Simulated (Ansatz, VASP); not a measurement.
**One calculation of PtS2, two programs**

File INCAR:

```
PREC = Accurate ; ENCUT = 520
EDIFF = 1E-6 ; ISMEAR = 0
SIGMA = 0.05 ; LREAL = F
LASPH = T ; NELM = 100
ALGO = Normal ; ISIF = 2
LWAVE = F ; LCHARG = T
GGA = PE ; LELF = T
LVHAR = T ; NBANDS = 18
```

The input KPOINTS:

```
Automatic mesh
0
Gamma
  12 12 8
```

The input POSCAR:

```
PtS2
1.0
    3.5431994758      0.0000000000      0.0000000000
   -1.7715997379      3.0685007567      0.0000000000
    0.0000000000      0.0000000000      5.0388000000
Pt S
1 2
Direct
    0.0000000000      0.0000000000      0.0000000000
    0.3214048564      0.6992558716      0.2500000000
    0.6666666667      0.3333333333      0.7500000000
```

Input for Ansatz:

```yaml
crystal:
  lattice:
    - [3.5431994758, 0.0, 0.0]
    - [-1.7715997379, 3.0685007567, 0.0]
    - [0.0, 0.0, 5.0388]
  atoms:
    - { symbol: Pt, position: [0.0, 0.0, 0.0] }
    - { symbol: S, position: [0.3214048564, 0.6992558716, 0.25] }
    - { symbol: S, position: [0.6666666667, 0.3333333333, 0.75] }
basis:
  ecutwfc: 420
kpoints:
  mp_grid: { grid: [12, 12, 8] }
hamiltonian:
  xc: pbe
scf:
  occupations: { method: gaussian, width: 0.05 }
output:
  forces: true
  stress: true
  eigenvalues: true
```

Alike in both runs: task single point; functional PBE; k mesh 12 × 12 × 8; occupations gaussian, width 0.05 eV; no spin polarisation.

```csv
,VASP,Ansatz
version,VASP 6.6.1,Ansatz 0.2.0
potentials or method,"VASP PAW PBE potentials, release 64 (Pt, S), cutoff 520 eV","scalar-relativistic, plane waves, PAW"
valence electrons in the cell,22,30
```

```csv
,VASP,Ansatz,Ansatz less VASP
gap on the k mesh at the Fermi level (eV),0.44,0.44,-0.004
least direct gap on the mesh (eV),0.66,0.65,-0.008
pressure (GPa),2.8,3.2,+0.44
"traceless stress, the component that is largest in VASP (GPa)",3.73,3.76,+0.026
rms of the force components (eV/Å),0.632,0.631,-0.0004
```

Atom by atom the forces differ by 0.019 eV/Å (rms over components). With one functional, cell and mesh, what is left measures potentials, basis and numerics. VASP's potentials hold 22 valence electrons a cell and Ansatz's 30, so a difference there can come from the potentials and not from the codes.

Spin-orbit coupling is off throughout.
